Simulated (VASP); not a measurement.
ZrB:

```
Zr B
1.0
     1.65528    0.95567    2.74388
    -1.65528    0.95567    2.74388
     0.00000   -1.91135    2.74388
Zr B
1 1
Direct
  0.00000 0.00000 0.00000
  0.50000 0.50000 0.50000
```

| Property | Result |
| --- | --- |
| Program | VASP 6.6.1 |
| Task | relaxation of cell and atoms |
| Functional | PBE |
| Potentials or basis | VASP PAW PBE potentials, release 64 (Zr_sv, B) |
| Cutoff | 600 eV |
| k mesh | 6 × 6 × 6 |
| Occupations | gaussian, width 0.1 eV |
| Spin | no spin polarisation |

At the start: pressure 25.5 GPa; volume 13.02 Å³/atom.

Problem. Where does the relaxation end?

Solution. Over 7 steps the energy falls by 125.4 meV/atom and the volume is 14.73 Å³/atom (+13.1 %); space group Fm-3m (No. 225, to 0.05 Å).

Step by step:
```csv
step,energy change (eV),largest force (eV/Å),pressure (GPa),volume (Å³)
1,0.0000,0.0000,25.49,26.04
2,0.0897,0.0000,-18.60,34.66
3,-0.2498,0.0000,-0.71,29.65
4,-0.2501,0.0000,-0.11,29.54
5,-0.2500,0.0000,0.29,29.46
6,-0.2505,0.0000,0.29,29.46
7,-0.2508,0.0000,0.30,29.46
```

Final structure:
```cif
data_structure
_symmetry_space_group_name_H-M 'P 1'
_symmetry_Int_Tables_number 1
_cell_length_a 3.4679
_cell_length_b 3.4679
_cell_length_c 3.4679
_cell_angle_alpha 59.958
_cell_angle_beta 59.958
_cell_angle_gamma 59.958
_cell_volume 29.46
loop_
_atom_site_label
_atom_site_type_symbol
_atom_site_fract_x
_atom_site_fract_y
_atom_site_fract_z
_atom_site_occupancy
Zr1 Zr 0.00000 0.00000 0.00000 1
B1 B 0.50000 0.50000 0.50000 1
```

Caveat: the k points lie up to 0.37 Å⁻¹ apart in the final cell.
